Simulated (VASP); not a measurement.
Input of a VASP 6.6.1 run:

INCAR

```
SYSTEM = TaAg2
PREC     = Accurate       ! precision mode
ENCUT    = 520            ! plane-wave cutoff, eV
EDIFF    = 1E-6           ! SCF threshold, eV
ISMEAR   = 0              ! smearing method
SIGMA    = 0.1            ! smearing width, eV
LREAL    = .False.        ! projectors in reciprocal space
LASPH    = .True.         ! aspherical terms in the spheres
NELM     = 80             ! most SCF steps
ALGO     = Fast           ! electronic algorithm
ISIF     = 2              ! what is computed and relaxed
LWAVE    = .False.        ! write WAVECAR
LCHARG   = .False.        ! write CHGCAR
GGA      = PE             ! functional
NBANDS   = 42             ! bands
```

The input KPOINTS:

```
Automatic mesh
0
Gamma
  4 4 6
  0 0 0
```

The input POSCAR:

```
TaAg2
1.0
    8.1767754910      0.0000000000      0.0000000000
    0.0000000000      4.8834791941      0.0000000000
    0.0000000000      0.0000000000      2.7359354586
Ta Ag
2 4
Direct
    0.5000000000      0.5000000000      0.5000000000
    0.0000000000      0.0000000000      0.0000000000
    0.3216253102      1.0001627562      0.5000000000
    0.8216253102      0.4998372438      0.0000000000
    0.6783746898     -0.0001627562      0.5000000000
    0.1783746898      0.5001627562      0.0000000000
```

Potentials or basis: VASP PAW PBE potentials, release 64 (Ta_pv, Ag).

Run with:

```sh
$ cat potpaw_PBE.64/Ta_pv/POTCAR potpaw_PBE.64/Ag/POTCAR > POTCAR
$ mpirun -np 1 vasp_std > vasp.out
```

Q: Predict the band gap on the k mesh.

A: Zero (band 33 reaches 8.68 eV, above the bottom of band 34 at 5.78 eV).

Q: What does it give for the pressure?

A: 0.0 GPa.

Q: Predict the largest force.

A: 0.006 eV/Å.

Forces in eV/Å, atoms in the order of the input:
```
Ta   0.000  0.000  0.000
Ta   0.000  0.000  0.000
Ag  -0.006 -0.003  0.000
Ag  -0.006  0.003  0.000
Ag   0.006  0.003  0.000
Ag   0.006 -0.003  0.000
```

Caveat: the k points lie up to 0.38 Å⁻¹ apart; spin-orbit coupling is left out, which moves the levels of the heavy elements.
